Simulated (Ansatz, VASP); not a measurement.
**SnO2: VASP beside Ansatz**

```xyz
6
Lattice="-2.0001 2.0001 5.1237 2.0001 -2.0001 5.1237 2.0001 2.0001 -5.1237" Properties=species:S:1:pos:R:3 pbc="T T T"
Sn    0.0000    2.0001    2.5618
Sn    0.0000    0.0000    0.0000
O     0.0000    0.0000    8.1622
O     0.0000    2.0001    4.6470
O     0.0000    0.0000    2.0851
O     0.0000    2.0001    0.4767
```

Alike in both runs: task single point; functional LDA; k mesh 8 × 8 × 8; occupations fermi-dirac, width 0.02 eV; no spin polarisation.

|  | VASP | Ansatz |
| --- | --- | --- |
| version | VASP 6.6.1 | Ansatz 0.2.0 |
| potentials or method | VASP PAW LDA potentials, release 64 (Sn_d, O), cutoff 520 eV | plane waves, PAW |
| valence electrons in the cell | 52 | 52 |

```csv
,VASP,Ansatz,Ansatz less VASP
pressure (GPa),-3.0,-3.9,-0.86
"traceless stress, the component that is largest in VASP (GPa)",-0.63,-0.85,-0.224
rms of the force components (eV/Å),0.075,0.092,+0.0171
```

LDA's correlation is that of Perdew and Zunger in VASP and of Perdew and Wang (1992) in Ansatz. Atom by atom the forces differ by 0.017 eV/Å (rms over components).
